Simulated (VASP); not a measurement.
Runs of VASP 6.6.1 on GaP. The structure is that of space group F-43m (No. 216), or close to it. The cells are those of the table. 

| cell | k mesh | smearing | gap on the mesh (eV) | pressure (GPa) |
| --- | --- | --- | --- | --- |
| a = 3.774 Å, angles 60.0°, 2 atoms | 8 × 8 × 8 | gaussian 0.02 eV | (b) | 3.0 |
| a = 3.923 Å, angles 60.0°, 2 atoms | 8 × 8 × 8 | gaussian 0.02 eV | 1.20 | -6.4 |
| a = 3.887 Å, angles 60.0°, 2 atoms | 8 × 8 × 8 | gaussian 0.02 eV | 1.43 | (a) |
| a = 3.694 Å, angles 60.0°, 2 atoms | 8 × 8 × 8 | gaussian 0.02 eV | 1.22 | 10.6 |
| a = 3.734 Å, angles 60.0°, 2 atoms | 8 × 8 × 8 | gaussian 0.02 eV | (d) | 6.5 |
| a = 3.850 Å, angles 60.0°, 2 atoms | 8 × 8 × 8 | gaussian 0.02 eV | 1.49 | -2.4 |
| a = 3.855 Å, angles 60.0°, 2 atoms | 6 × 6 × 6 | gaussian 0.1 eV | 1.49 | (c) |

Alike in all rows: task single point; level LDA; potentials or basis VASP PAW LDA potentials, release 64 (Ga_d, P); no spin polarisation; cutoff (eV) 500.

Q: Fill in the values left out.

A: (a) -4.6; (b) 1.36; (c) -2.7; (d) 1.29.

Caveats: the cell stands under pressure (at least some runs); the cell stands under tension (at least some runs).

A k mesh can miss the band edges, and the runs leave out spin-orbit coupling on Ga.
